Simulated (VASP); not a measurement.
# Tl (P6_3/mmc) in VASP: further runs, part 2 of 2

VASP 6.6.1.

## (3) Single point, PBEsol (29.74 Å³/atom)

This run uses another cell than the first one, of 29.74 Å³/atom.

INCAR

```
SYSTEM = Tl
ALGO = Normal
EDIFF = 1E-6
ENCUT = 520
GGA = PS
ISIF = 2
ISMEAR = -1
LASPH = .TRUE.
LCHARG = .FALSE.
LREAL = .FALSE.
LWAVE = .FALSE.
NBANDS = 20
NELM = 60
PREC = Accurate
SIGMA = 0.1
```

KPOINTS

```
k-points
0
G
  17 17 10
  0 0 0
```

POSCAR

```
Tl
1.0
    3.5049939434      0.0000000000      0.0000000000
   -1.7524969717      3.0354137951      0.0000000000
    0.0000000000      0.0000000000      5.5903521157
Tl
2
Direct
    0.3333333333      0.6666666667      0.2500000000
    0.6666666667      0.3333333333      0.7500000000
```

Potentials or basis: VASP PAW PBE potentials, release 64 (Tl_d).

The run is started by

```console
$ cat potpaw_PBE.64/Tl_d/POTCAR > POTCAR
$ mpirun -np 1 vasp_std > vasp.out
```

It took 56 s on 1 thread of Intel Xeon 6975P-C (Granite Rapids), shared host; peak memory 0.31 GiB.

It converged, with:

```yaml
Free_energy: -5.2679 eV
Pressure: -1.3 GPa
Band_gap_on_the_k_mesh: zero (bands 13 and 14 overlap by 5.48 eV)
```

Stress tensor (GPa, compression positive):
```
-1.22  0.00  0.00
 0.00 -1.22  0.00
 0.00  0.00 -1.57
```

Levels at points of the mesh, in eV from the Fermi level:
| k point | band 11 | band 12 | band 13 | band 14 | band 15 | band 16 |
| --- | --- | --- | --- | --- | --- | --- |
| (0.00, 0.00, 0.00) | -9.81 | -5.12 | -2.71 | 7.68 | 7.68 | 9.69 |
| (0.00, 0.00, 0.50) | -8.42 | -8.42 | 3.23 | 3.23 | 8.63 | 8.63 |

Caveat: the PAW data sets were made with another functional, which shifts forces and pressure a little; spin-orbit coupling is left out, which moves the levels of the heavy elements.

## (4) Single point, PBEsol (30.88 Å³/atom)

This run uses another cell than the first one, of 30.88 Å³/atom.

INCAR

```
PREC = Accurate
ENCUT = 520
EDIFF = 1E-6
ISMEAR = -1
SIGMA = 0.1
LREAL = F
LASPH = T
NELM = 80
ALGO = Normal
ISIF = 2
LWAVE = F
LCHARG = T
GGA = PS
LELF = T
LVHAR = T
NBANDS = 20
```

KPOINTS

```
Automatic mesh
0
Gamma
  17 17 10
```

POSCAR

```
Tl
1.0
    3.5493656658      0.0000000000      0.0000000000
   -1.7746828329      3.0738408339      0.0000000000
    0.0000000000      0.0000000000      5.6611235795
Tl
2
Direct
    0.3333333333      0.6666666667      0.2500000000
    0.6666666667      0.3333333333      0.7500000000
```

The run is started by

```console
$ cat potpaw_PBE.64/Tl_d/POTCAR > POTCAR
$ mpirun -np 1 vasp_std > vasp.out
```

Run time: 60 s. Hardware: 1 thread of Intel Xeon 6975P-C (Granite Rapids), shared host; peak memory 0.31 GiB.

The run converged. Its results:

| Quantity | Value |
| --- | --- |
| Free energy | -5.2428 eV |
| Pressure | -2.3 GPa |
| Band gap on the k mesh | zero (bands 13 and 14 overlap by 5.21 eV) |

Stress tensor (GPa, compression positive):
```
-2.17  0.00  0.00
 0.00 -2.17  0.00
 0.00  0.00 -2.63
```

Levels at points of the mesh, in eV from the Fermi level:
| k point | band 9 | band 10 | band 11 | band 12 | band 13 | band 14 | band 15 | band 16 | band 17 | band 18 |
| --- | --- | --- | --- | --- | --- | --- | --- | --- | --- | --- |
| (0.00, 0.00, 0.00) | -11.03 | -11.03 | -9.57 | -5.14 | -2.56 | 7.44 | 7.44 | 9.36 | 9.36 | 10.04 |
| (0.00, 0.00, 0.50) | -11.13 | -11.13 | -8.24 | -8.24 | 3.10 | 3.10 | 8.35 | 8.35 | 8.35 | 8.35 |

Caveat: the PAW data sets were made with another functional, which shifts forces and pressure a little; spin-orbit coupling is left out, which moves the levels of the heavy elements.

## (5) Single point, PBEsol (32.03 Å³/atom)

This run uses another cell than the first one, of 32.03 Å³/atom.

INCAR

```
  ALGO = Normal
  EDIFF = 1E-7
  ENCUT = 520
  GGA = PS
  ISIF = 2
  ISMEAR = -1
  LASPH = T
  LCHARG = F
  LREAL = F
  LWAVE = F
  NBANDS = 20
  NELM = 100
  PREC = Accurate
  SIGMA = 0.1
```

KPOINTS

```
k-points
0
Gamma
  17 17 10
```

POSCAR

```
Tl
1.0
    3.5926548793      0.0000000000      0.0000000000
   -1.7963274396      3.1113303925      0.0000000000
    0.0000000000      0.0000000000      5.7301684767
Tl
2
Direct
    0.3333333333      0.6666666667      0.2500000000
    0.6666666667      0.3333333333      0.7500000000
```

Potentials or basis: VASP PAW PBE potentials, release 64 (Tl_d).

The run is started by

```console
$ cat potpaw_PBE.64/Tl_d/POTCAR > POTCAR
$ mpirun -np 1 vasp_std > vasp.out
```

OUTCAR:

```text
EDIFF = 1E-7
   ENCUT = 520
   GGA = PS
   ISIF = 2
   ISMEAR = -1
   LASPH = T
   LREAL = F
   NELM = 100
   PREC = Accurate

 ion  position               nearest neighbor table
   1  0.333  0.667  0.250-   2 3.54   2 3.54   2 3.54   2 3.54   2 3.54   2 3.54
   2  0.667  0.333  0.750-   1 3.54   1 3.54   1 3.54   1 3.54   1 3.54   1 3.54

  LATTYP: Found a hexagonal cell.
 ALAT       =     3.5926548793
 C/A-ratio  =     1.5949676964

[... 739 lines left out ...]
     20      16.1102      0.00000

 [... further k-points ...]

------------------------ aborting loop because EDIFF is reached ----------------------------------------

  FORCE on cell =-STRESS in cart. coord.  units (eV):
  Direction    XX          YY          ZZ          XY          YZ          ZX
  --------------------------------------------------------------------------------------
  -------------------------------------------------------------------------------------
  Total       -1.1567609     -1.1567609     -1.3741882     -0.0000000      0.0000000     -0.0000000
  in kB      -28.9351119    -28.9351119    -34.3738171     -0.0000000      0.0000000     -0.0000000
  external PRESSURE =     -30.7480136 kB  Pullay stress =       0.0000000 kB

 VOLUME and BASIS-vectors are now :
 -----------------------------------------------------------------------------
  energy-cutoff  :      520.00
  volume of cell :       64.05
      direct lattice vectors                 reciprocal lattice vectors
     3.592654879  0.000000000  0.000000000     0.278345690  0.160702959  0.000000000
    -1.796327440  3.111330393  0.000000000     0.000000000  0.321405918  0.000000000
     0.000000000  0.000000000  5.730168477     0.000000000  0.000000000  0.174514939

 POSITION                                       TOTAL-FORCE (eV/Angst)
 -----------------------------------------------------------------------------------
     -0.00000      2.07422      1.43254         0.000000     -0.000000      0.000000
      1.79633      1.03711      4.29763        -0.000000      0.000000      0.000000
 -----------------------------------------------------------------------------------
    total drift:                                0.000000     -0.000000      0.000000

  FREE ENERGIE OF THE ION-ELECTRON SYSTEM (eV)
  ---------------------------------------------------
  free  energy   TOTEN  =        -5.2053140017 eV

  energy  without entropy=       -5.1727750189  energy(sigma->0) =       -5.18904451
```

It took 61 s on 1 thread of Intel Xeon 6975P-C (Granite Rapids), shared host; peak memory 0.33 GiB.

Results:

| Quantity | Value |
| --- | --- |
| Free energy | -5.2053 eV |
| Pressure | -3.1 GPa |
| Band gap on the k mesh | zero (bands 13 and 14 overlap by 4.97 eV) |

Stress tensor (GPa, compression positive):
```
-2.89  0.00  0.00
 0.00 -2.89  0.00
 0.00  0.00 -3.44
```

Caveat: the cell stands under tension; the PAW data sets were made with another functional, which shifts forces and pressure a little; spin-orbit coupling is left out, which moves the levels of the heavy elements.

## (6) The runs side by side

```tsv
cell	gap on the mesh (eV)	pressure (GPa)
a = 3.459, b = 3.459, c = 5.518 Å, angles 90.0, 90.0, 120.0°, 2 atoms	none	-0.1
a = 3.505, b = 3.505, c = 5.590 Å, angles 90.0, 90.0, 120.0°, 2 atoms	none	-1.3
a = 3.549, b = 3.549, c = 5.661 Å, angles 90.0, 90.0, 120.0°, 2 atoms	none	-2.3
a = 3.593, b = 3.593, c = 5.730 Å, angles 90.0, 90.0, 120.0°, 2 atoms	none	-3.1
```

Alike in all rows: task single point; level PBEsol; potentials or basis VASP PAW PBE potentials, release 64 (Tl_d); no spin polarisation; k mesh 17 × 17 × 10; cutoff (eV) 520; smearing fermi-dirac 0.1 eV.

Caveats: the PAW data sets were made with another functional, which shifts forces and pressure a little; spin-orbit coupling is left out, which moves the levels of the heavy elements; the cell stands under tension (at least some runs).

Total energies depend on the potentials used, so only differences within one code and one set of settings carry meaning.
